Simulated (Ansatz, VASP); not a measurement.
Cu in VASP and in Ansatz

Contents of INCAR:

```
  ALGO = Fast
  EDIFF = 1E-6
  ENCUT = 520
  GGA = PE
  ISIF = 2
  ISMEAR = 0
  LASPH = T
  LCHARG = F
  LREAL = F
  LWAVE = F
  NBANDS = 12
  NELM = 80
  PREC = Accurate
  SIGMA = 0.15
```

The input KPOINTS:

```
k-points
0
Gamma
  22 22 22
```

POSCAR

```
Cu
1.0
   -1.5469500000      1.5469500000      1.3129000000
    1.5469500000     -1.5469500000      1.3129000000
    1.5469500000      1.5469500000     -1.3129000000
Cu
1
Direct
    0.0000000000      0.0000000000      0.0000000000
```

Input for Ansatz:

```yaml
crystal:
  lattice:
    - [-1.54695, 1.54695, 1.3129]
    - [1.54695, -1.54695, 1.3129]
    - [1.54695, 1.54695, -1.3129]
  atoms:
    - { symbol: Cu, position: [0.0, 0.0, 0.0] }
basis:
  ecutwfc: 520.0
kpoints:
  mp_grid: { grid: [22, 22, 22] }
hamiltonian:
  xc: pbe
  pseudopotentials: { kind: paw, azcp: { folder: soft_1 } }
scf:
  occupations: { method: gaussian, width: 0.15 }
output:
  forces: true
  stress: true
  eigenvalues: true
```

Alike in both runs: task single point; functional PBE; k mesh 22 × 22 × 22; occupations gaussian, width 0.15 eV; no spin polarisation.

|  | VASP | Ansatz |
| --- | --- | --- |
| version | VASP 6.6.1 | Ansatz 0.2.0 |
| potentials or method | VASP PAW PBE potentials, release 64 (Cu), cutoff 520 eV | scalar-relativistic, plane waves, PAW |
| valence electrons in the cell | 11 | 19 |

|  | VASP | Ansatz | Ansatz less VASP |
| --- | --- | --- | --- |
| gap on the k mesh at the Fermi level (eV) | none | none | - |
| pressure (GPa) | -4.3 | -5.0 | -0.71 |
| traceless stress, the component that is largest in VASP (GPa) | 2.04 | 2.04 | +0.002 |

A gap of «none» marks a metal or a gap that the smearing closes. The functional is the same, so the differences come from potentials, cutoffs and numerics. VASP's potentials hold 11 valence electrons a cell and Ansatz's 19, so a difference there can come from the potentials and not from the codes.
